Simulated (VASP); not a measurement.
Runs of VASP 6.6.1 on Ti. The structure is that of space group P6_3/mmc (No. 194), or close to it. The cells are those of the table. 

```csv
task,level,cell,k mesh,cutoff (eV),smearing,gap on the mesh (eV),pressure (GPa)
relaxation of cell and atoms,revPBE+D3(BJ),"relaxed from a = 2.950, b = 2.950, c = 4.680 Å, angles 90.0, 90.0, 120.0°, 2 atoms",10 × 10 × 6,600,fermi-dirac 0.05 eV,none,0.0
single point,PBE,"a = 2.950, b = 2.950, c = 4.680 Å, angles 90.0, 90.0, 120.0°, 2 atoms",10 × 10 × 6,520,gaussian 0.018 eV,none,-1.8
single point,PBE,"a = 2.950, b = 2.950, c = 4.633 Å, angles 90.0, 90.0, 120.0°, 2 atoms",9 × 9 × 5,520,fermi-dirac 0.05 eV,none,-1.1
relaxation of cell and atoms,PBE,"relaxed to 10 GPa from a = 2.950, b = 2.950, c = 4.680 Å, angles 90.0, 90.0, 120.0°, 2 atoms",10 × 10 × 6,600,fermi-dirac 0.05 eV,none,10.0
single point,PBE,"a = 2.950, b = 2.950, c = 4.680 Å, angles 90.0, 90.0, 120.0°, 2 atoms",10 × 10 × 6,520,fermi-dirac 0.05 eV,none,(a)
```

Alike in all rows: potentials or basis VASP PAW PBE potentials, release 64 (Ti_sv); no spin polarisation.

Q: Fill in the values left out.

A: (a) -1.7.

Caveats: the PAW data sets were made with another functional, which shifts forces and pressure a little (some runs); pairwise dispersion overbinds metals, which lowers pressure and volume (some runs); the cell is relaxed towards a set pressure, so the enthalpy falls and the energy may rise (some runs).

A gap of «none» marks levels without a gap at the run's occupations.
